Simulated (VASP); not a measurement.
Write the native input for VASP 6.6.1 that does the following.

```
Task                   : single point
Functional             : PBE
Potentials or basis    : VASP PAW PBE potentials, release 64 (Hg)
Cutoff                 : 520 eV
k mesh                 : 7 × 7 × 10
Occupations            : fermi-dirac, width 0.05 eV
Spin                   : no spin polarisation
Dipole correction      : no
Further INCAR settings : ALGO = Normal; EDIFF = 1e-06; NBANDS = 25
```

The structure of Hg lies in POSCAR:

```
Hg
1.0
    5.5778801780      0.0000000000      0.0000000000
   -2.7889400890      4.8305859334      0.0000000000
    0.0000000000      0.0000000000      3.2814241044
Hg
3
Direct
    0.0000000000      0.0000000000      0.0000000000
    0.3333333333      0.6666666667      0.5000000000
    0.6666666667      0.3333333333      0.5000000000
```

The input as run:

INCAR

```
ALGO = Normal ; EDIFF = 1E-6
ENCUT = 520 ; GGA = PE
ISIF = 2 ; ISMEAR = -1
LASPH = True ; LCHARG = False
LREAL = False ; LWAVE = False
NBANDS = 25 ; NELM = 80
PREC = Accurate ; SIGMA = 0.05
```

KPOINTS

```
k-points
0
Gamma
  7 7 10
```

Potentials or basis: VASP PAW PBE potentials, release 64 (Hg).

The run is started by

```sh
$ cat potpaw_PBE.64/Hg/POTCAR > POTCAR
$ mpirun -np 1 vasp_std > vasp.out
```

It gave:

The pressure is 0.1 GPa and the band gap on the k mesh is zero (band 18 reaches 2.82 eV, above the bottom of band 19 at 0.64 eV).

Caveat: spin-orbit coupling is left out, which moves the levels of the heavy elements.

It took 2 min on 1 thread of AMD EPYC 7R13 (shared host), peak memory 0.21 GiB.
